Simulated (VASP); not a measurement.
# KBr (P4mm) in VASP: single point with LDA

Aim: the single point of KBr with LDA.

Everything below comes from runs of VASP 6.6.1. Logs are shortened: lines on timing, memory, paths and dates and some standing lists are left out, and cuts for length are marked.

**1. The cell of the first run**

It takes space group P4mm (No. 99, tetragonal). Conventional cell: a = 4.043 Å, b = 4.043 Å, c = 4.043 Å, α = 90.00°, β = 90.00°, γ = 90.00°. Within 4.6 Å of K (site symmetry 4mm) lie 8 Br at 3.48 to 3.52 Å and 6 K at 4.04 Å. Br (site symmetry 4mm) has 8 K at 3.48 to 3.52 Å and 6 Br at 4.04 Å within 4.6 Å.

**2. Single point, LDA**

Contents of INCAR:

```
PREC = Accurate ; ENCUT = 500
EDIFF = 1E-6 ; ISMEAR = 0
SIGMA = 0.01 ; LREAL = F
LASPH = T ; NELM = 120
ALGO = Normal ; ISIF = 2
LWAVE = F ; LCHARG = T
LELF = T ; LVHAR = T
NBANDS = 15 ; GGA_COMPAT = F
```

Contents of KPOINTS:

```
regular mesh
0
Gamma
  5 5 5
```

Contents of POSCAR:

```
KBr
1.0
    4.0434990000      0.0000000000      0.0000000000
    0.0000000000      4.0434990000      0.0000000000
    0.0000000000      0.0000000000      4.0434990000
K Br
1 1
Direct
    0.0000000000      0.0000000000      0.0000000000
    0.5000000000      0.5074193168      0.5000000000
```

Potentials or basis: VASP PAW LDA potentials, release 64 (K_sv, Br).

The run is started by

```console
$ cat potpaw_LDA.64/K_sv/POTCAR potpaw_LDA.64/Br/POTCAR > POTCAR
$ mpirun -np 1 vasp_std > vasp.out
```

OUTCAR:

```text
PREC = Accurate
   ENCUT = 500
   EDIFF = 1E-6
   ISMEAR = 0
   LREAL = F
   LASPH = T
   NELM = 120
   ISIF = 2

 ion  position               nearest neighbor table
   1  0.000  0.000  0.000-
   2  0.500  0.507  0.500-

  LATTYP: Found a simple cubic cell.
 ALAT       =     4.0434990000

  Lattice vectors:

 A1 = (   4.0434990000,   0.0000000000,   0.0000000000)
 A2 = (   0.0000000000,   4.0434990000,   0.0000000000)
 A3 = (   0.0000000000,   0.0000000000,   4.0434990000)

Analysis of symmetry for initial positions (statically):
=====================================================================
 Subroutine PRICEL returns:
 Original cell was already a primitive cell.

 Routine SETGRP: Setting up the symmetry group for a
 simple cubic supercell.

 Subroutine GETGRP returns: Found  8 space group operations
 (whereof  8 operations were pure point group operations)
 out of a pool of 48 trial point group operations.

The static configuration has the point symmetry C_4v.

Analysis of symmetry for dynamics (positions and initial velocities):
=====================================================================
 Subroutine PRICEL returns:
 Original cell was already a primitive cell.

 Routine SETGRP: Setting up the symmetry group for a
 simple cubic supercell.

 Subroutine GETGRP returns: Found  8 space group operations
 (whereof  8 operations were pure point group operations)
 out of a pool of 48 trial point group operations.

The dynamic configuration has the point symmetry C_4v.

 Subroutine INISYM returns: Found  8 space group operations
 (whereof  8 operations are pure point group operations),
 and found     1 'primitive' translations

----------------------------------------------------------------------------------------

                                     Primitive cell

  volume of cell :      66.1107

  direct lattice vectors                    reciprocal lattice vectors
     4.043499000  0.000000000  0.000000000     0.247310559  0.000000000  0.000000000
     0.000000000  4.043499000  0.000000000     0.000000000  0.247310559  0.000000000
     0.000000000  0.000000000  4.043499000     0.000000000  0.000000000  0.247310559

  length of vectors
     4.043499000  4.043499000  4.043499000     0.247310559  0.247310559  0.247310559

  position of ions in fractional coordinates (direct lattice)
     0.000000000  0.000000000  0.000000000
     0.500000000  0.507419317  0.500000000

  ion indices of the primitive-cell ions
   primitive index   ion index
                 1           1
                 2           2

----------------------------------------------------------------------------------------

 KPOINTS: regular mesh

Automatic generation of k-mesh.
 Grid dimensions read from file:
 generate k-points for:    5    5    5

 Generating k-lattice:

  Cartesian coordinates                     Fractional coordinates (reciprocal lattice)
     0.049462112  0.000000000  0.000000000     0.200000000  0.000000000  0.000000000
     0.000000000  0.049462112  0.000000000     0.000000000  0.200000000  0.000000000
     0.000000000  0.000000000  0.049462112     0.000000000  0.000000000  0.200000000

  Length of vectors
     0.049462112  0.049462112  0.049462112

  Shift w.r.t. Gamma in fractional coordinates (k-lattice)
     0.000000000  0.000000000  0.000000000

 Subroutine IBZKPT returns following result:
 ===========================================

 Found     18 irreducible k-points:

 Following reciprocal coordinates:
            Coordinates               Weight
  0.000000  0.000000  0.000000      1.000000
  0.200000  0.000000  0.000000      4.000000
  0.000000  0.200000  0.000000      2.000000
  0.400000  0.000000  0.000000      4.000000
  0.000000  0.400000  0.000000      2.000000
  0.200000  0.200000  0.000000      8.000000
[... 10 lines left out ...]
  0.400000  0.200000  0.400000      8.000000
  0.400000  0.400000  0.400000      8.000000
   k-points           NKPTS =     18   k-points in BZ     NKDIM =     18   number of bands    NBANDS=     15
   number of dos      NEDOS =    301   number of ions     NIONS =      2
   total plane-waves  NPLWV =  27000
   dimension x,y,z NGX =    30 NGY =   30 NGZ =   30
   dimension x,y,z NGXF=    60 NGYF=   60 NGZF=   60
   ions per type =               1   1
   NGX,Y,Z   is equivalent  to a cutoff of  12.33, 12.33, 12.33 a.u.
   NGXF,Y,Z  is equivalent  to a cutoff of  24.67, 24.67, 24.67 a.u.
 SYSTEM =  unknown system
   PREC   = accura    normal or accurate (medium, high low for compatibility)
   ISTART =      0    job   : 0-new  1-cont  2-samecut
   ICHARG =      2    charge: 1-file 2-atom 10-const
   ISPIN  =      1    spin polarized calculation?
   LNONCOLLINEAR =      F non collinear calculations
   LSORBIT =      F    spin-orbit coupling
   LASPH  =      T    aspherical Exc in radial PAW
   ENCUT  =  500.0 eV  36.75 Ry    6.06 a.u.   7.37  7.37  7.37*2*pi/ulx,y,z
   NELM   =    120;   NELMIN=  2; NELMDL= -5     # of ELM steps
   EDIFF  = 0.1E-05   stopping-criterion for ELM
   LREAL  =      F    real-space projection
   EDIFFG = 0.1E-04   stopping-criterion for IOM
   NSW    =      0    number of steps for IOM
   IBRION =     -1    ionic relax: 0-MD 1-quasi-New 2-CG
   NFREE  =      0    steps in history (QN), initial steepest desc. (CG)
   ISIF   =      2    stress and relaxation
   ISYM   =      2    0-nonsym 1-usesym 2-fastsym
   POTIM  = 0.5000    time-step for ionic-motion
   TEBEG  =    0.0;   TEEND  =   0.0 temperature during run
   PSTRESS=    0.0 pullay stress
   NELECT =      16.0000    total number of electrons
   NUPDOWN=      -1.0000    fix difference up-down
   EMIN   =  10.00;   EMAX   =-10.00  energy-range for DOS
   EFERMI =   0.00;   METHOD = LEGACY
   ISMEAR =     0;   SIGMA  =   0.01  broadening in eV -4-tet -1-fermi 0-gaus
   EFERMI_NEDOS =   21; number of points for ismear=-14 and -15
   IALGO  =     38    algorithm
   IMIX   =      4    mixing-type and parameters
     AMIX     =   0.40;   BMIX     =  1.00
     AMIX_MAG =   1.60;   BMIX_MAG =  1.00
  volume/ion in A,a.u.               =      33.06       223.07
  Fermi-wavevector in a.u.,A,eV,Ry     =   1.020213  1.927923 14.161412  1.040834
  Thomas-Fermi vector in A             =   2.153770
   LORBIT       =      0    0 simple, 1 ext, 2 COOP (PROOUT), +10 PAW based schemes
   GGA     = CA    functional components
   LHFCALC =     F    Hartree Fock is set to
   AEXX    =    0.0000 exact exchange contribution
   IVDW    =     0    specifies the selected vdW correction
   LEPSILON=     F    determine dielectric tensor
   LRPA    =     F    only Hartree local field effects (RPA)
 non-spin polarized calculation
 Gauss-broadening in eV      SIGMA  =   0.01
  energy-cutoff  :      500.00
  volume of cell :       66.11
 maximum number of plane-waves:      1743
 NGX is ok and might be reduce to    30
   NGX = 15   NGY = 15   NGZ = 15

 number of electron      16.0000003 magnetization

 Free energy of the ion-electron system (eV)
  ---------------------------------------------------
  ext. energy  EPLUGINS =         0.00000000
  ---------------------------------------------------
  free energy    TOTEN  =        -6.68363548 eV

  energy without entropy =       -6.68363548  energy(sigma->0) =       -6.68363548

 E-fermi :  -0.9068     XC(G=0):  -8.3168

 val. band max:       -0.9728372179   @ k =   0.4000   0.0000   0.4000
 cond. band min:       2.5543634214   @ k =   0.0000   0.0000   0.0000
 fundamental gap:      3.5272006393
 Fermi energy:        -0.9067884023

 k-point     1 :       0.0000    0.0000    0.0000
  band No.  band energies     occupation
      1     -29.1997      2.00000
      2     -13.7358      2.00000
      3     -12.8573      2.00000
      4     -12.8573      2.00000
      5     -12.8571      2.00000
      6      -1.1948      2.00000
      7      -1.1947      2.00000
      8      -1.1947      2.00000
      9       2.5544      0.00000
     10       4.6524      0.00000
     11       4.6545      0.00000
     12       8.5815      0.00000
     13       8.5828      0.00000
     14       8.5828      0.00000
     15      11.2814      0.00000

 k-point     2 :       0.2000    0.0000    0.0000
  band No.  band energies     occupation
      1     -29.1959      2.00000
      2     -13.7845      2.00000
      3     -12.8504      2.00000
      4     -12.8501      2.00000
      5     -12.8037      2.00000
      6      -1.9533      2.00000
      7      -1.1858      2.00000
      8      -1.1856      2.00000
      9       3.4197      0.00000
     10       4.9555      0.00000
     11       5.4267      0.00000
     12       8.4660      0.00000
     13       8.4674      0.00000
     14       8.7429      0.00000
     15       9.9568      0.00000

 k-point     3 :       0.0000    0.2000    0.0000
  band No.  band energies     occupation
      1     -29.1959      2.00000
      2     -13.7844      2.00000
      3     -12.8501      2.00000
      4     -12.8501      2.00000
      5     -12.8040      2.00000
      6      -1.9532      2.00000
      7      -1.1857      2.00000
      8      -1.1857      2.00000
      9       3.4197      0.00000
     10       4.9543      0.00000
     11       5.4284      0.00000
     12       8.4671      0.00000
     13       8.4671      0.00000
     14       8.7412      0.00000
     15       9.9631      0.00000

 k-point     4 :       0.4000    0.0000    0.0000
  band No.  band energies     occupation
      1     -29.1897      2.00000
      2     -13.8622      2.00000
      3     -12.8385      2.00000
      4     -12.8384      2.00000
      5     -12.7141      2.00000
      6      -2.8238      2.00000
      7      -1.1723      2.00000
      8      -1.1717      2.00000
      9       4.8536      0.00000
     10       5.7279      0.00000
     11       6.4245      0.00000
     12       8.1451      0.00000
     13       8.4897      0.00000
     14       8.5054      0.00000
     15       9.0494      0.00000
[... 199 lines left out ...]
 k-point    16 :       0.4000    0.4000    0.2000
  band No.  band energies     occupation
      1     -29.1768      2.00000
      2     -13.5266      2.00000
      3     -12.9841      2.00000
      4     -12.9244      2.00000
      5     -12.8767      2.00000
      6      -2.3277      2.00000
      7      -2.2745      2.00000
      8      -1.5478      2.00000
      9       4.8156      0.00000
     10       6.3451      0.00000
     11       6.6243      0.00000
     12       6.6803      0.00000
     13       8.3053      0.00000
     14       8.3156      0.00000
     15      10.1331      0.00000

 k-point    17 :       0.4000    0.2000    0.4000
  band No.  band energies     occupation
      1     -29.1768      2.00000
      2     -13.5262      2.00000
      3     -12.9841      2.00000
      4     -12.9247      2.00000
      5     -12.8768      2.00000
      6      -2.3277      2.00000
      7      -2.2746      2.00000
      8      -1.5476      2.00000
      9       4.8159      0.00000
     10       6.3478      0.00000
     11       6.6281      0.00000
     12       6.6732      0.00000
     13       8.3073      0.00000
     14       8.3163      0.00000
     15      10.1317      0.00000

 k-point    18 :       0.4000    0.4000    0.4000
  band No.  band energies     occupation
      1     -29.1712      2.00000
      2     -13.4167      2.00000
      3     -12.9652      2.00000
      4     -12.9652      2.00000
      5     -12.9533      2.00000
      6      -2.2906      2.00000
      7      -2.2901      2.00000
      8      -2.2552      2.00000
      9       5.7340      0.00000
     10       6.1727      0.00000
     11       6.1737      0.00000
     12       7.7944      0.00000
     13       8.2247      0.00000
     14       8.2252      0.00000
     15      10.2742      0.00000

------------------------ aborting loop because EDIFF is reached ----------------------------------------

  FORCE on cell =-STRESS in cart. coord.  units (eV):
  Direction    XX          YY          ZZ          XY          YZ          ZX
  --------------------------------------------------------------------------------------
  -------------------------------------------------------------------------------------
  Total       -1.0941369     -1.0941204     -1.0941369     -0.0000000     -0.0000000      0.0000000
  in kB      -26.5161356    -26.5157359    -26.5161356     -0.0000000     -0.0000000      0.0000000
  external PRESSURE =     -26.5160023 kB  Pullay stress =       0.0000000 kB

 VOLUME and BASIS-vectors are now :
 -----------------------------------------------------------------------------
  energy-cutoff  :      500.00
  volume of cell :       66.11
      direct lattice vectors                 reciprocal lattice vectors
     4.043499000  0.000000000  0.000000000     0.247310559  0.000000000  0.000000000
     0.000000000  4.043499000  0.000000000     0.000000000  0.247310559  0.000000000
     0.000000000  0.000000000  4.043499000     0.000000000  0.000000000  0.247310559

 POSITION                                       TOTAL-FORCE (eV/Angst)
 -----------------------------------------------------------------------------------
      0.00000      0.00000      0.00000         0.000000      0.008720     -0.000000
      2.02175      2.05175      2.02175         0.000000     -0.008720      0.000000
 -----------------------------------------------------------------------------------
    total drift:                                0.000000      0.000036      0.000000

  FREE ENERGIE OF THE ION-ELECTRON SYSTEM (eV)
  ---------------------------------------------------
  free  energy   TOTEN  =        -6.6836354829 eV

  energy  without entropy=       -6.6836354829  energy(sigma->0) =       -6.68363548
```

Wall time 12 s (1 thread of Intel Xeon Platinum 8488C (Sapphire Rapids), shared host); peak memory 0.15 GiB.

Results:

```
Free energy            : -6.6836 eV
Pressure               : -2.7 GPa
Largest force          : 0.009 eV/Å
Band gap on the k mesh : 3.53 eV (least direct gap 3.75 eV)
```

Forces on the atoms (eV/Å):
```
K    0.000  0.009  0.000
Br   0.000 -0.009  0.000
```

Caveat: an odd mesh through Γ misses points on the zone boundary, where band edges can lie.
